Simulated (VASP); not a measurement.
Runs of VASP 6.6.1 on Ta. The structure is that of space group I4/mmm (No. 139), or close to it. The cells are those of the table. 

```tsv
cell	further INCAR settings	gap on the mesh (eV)	pressure (GPa)
a = 2.726 Å, angles 111.6, 111.6, 105.4°, 1 atom	ALGO = Fast; EDIFF = 1e-06; NBANDS = 12	none	(b)
a = 2.822 Å, angles 118.4, 118.4, 92.7°, 1 atom	ALGO = Fast; EDIFF = 1e-06; NBANDS = 12	none	28.2
a = 2.795 Å, angles 116.0, 116.0, 97.0°, 1 atom	ALGO = Fast; EDIFF = 1e-06; NBANDS = 12	none	25.7
a = 2.835 Å, angles 116.0, 116.0, 97.0°, 1 atom	ALGO = Fast; EDIFF = 1e-06; NBANDS = 12	none	14.1
a = 2.980 Å, angles 123.4, 123.4, 84.2°, 1 atom	ALGO = Fast; EDIFF = 1e-06; NBANDS = 12	none	(a)
a = 2.816 Å, angles 105.7, 105.7, 117.3°, 1 atom	ALGO = Fast; EDIFF = 1e-06; NBANDS = 12	none	11.9
a = 2.767 Å, angles 111.6, 111.6, 105.4°, 1 atom	ALGO = Fast; EDIFF = 1e-06; NBANDS = 12	none	21.5
a = 2.806 Å, angles 111.6, 111.6, 105.4°, 1 atom	ALGO = Fast; EDIFF = 1e-07; NBANDS = 12	none	10.3
a = 2.862 Å, angles 118.4, 118.4, 92.7°, 1 atom	ALGO = Fast; EDIFF = 1e-07; NBANDS = 12	none	(c)
a = 2.855 Å, angles 105.7, 105.7, 117.3°, 1 atom	ALGO = Fast; EDIFF = 1e-07; NBANDS = 12	none	2.5
a = 2.754 Å, angles 116.0, 116.0, 97.0°, 1 atom	ALGO = Fast; EDIFF = 1e-06; NBANDS = 12	none	39.9
a = 2.856 Å, angles 113.7, 113.7, 101.2°, 1 atom	ALGO = Fast; EDIFF = 1e-07; NBANDS = 12	none	2.5
```

Alike in all rows: task single point; level PBEsol; potentials or basis VASP PAW PBE potentials, release 64 (Ta_pv); no spin polarisation; k mesh 22 × 22 × 22; cutoff (eV) 520; smearing gaussian 0.15 eV.

Fill in the values left out.

(a) 5.2; (b) 35.1; (c) 16.2.

Caveats: the PAW data sets were made with another functional, which shifts forces and pressure a little; spin-orbit coupling is left out, which moves the levels of the heavy elements; the stress differs along the axes, from 26 to 39 GPa (at least some runs); the stress differs along the axes, from 19 to 33 GPa (at least some runs); the stress differs along the axes, from 10 to 33 GPa (at least some runs); the stress differs along the axes, from 1 to 21 GPa (at least some runs); the stress differs along the axes, from 2 to 12 GPa (at least some runs).

A k mesh can miss the band edges, and the runs leave out spin-orbit coupling on Ta.

A gap of «none» marks levels without a gap at the run's occupations.
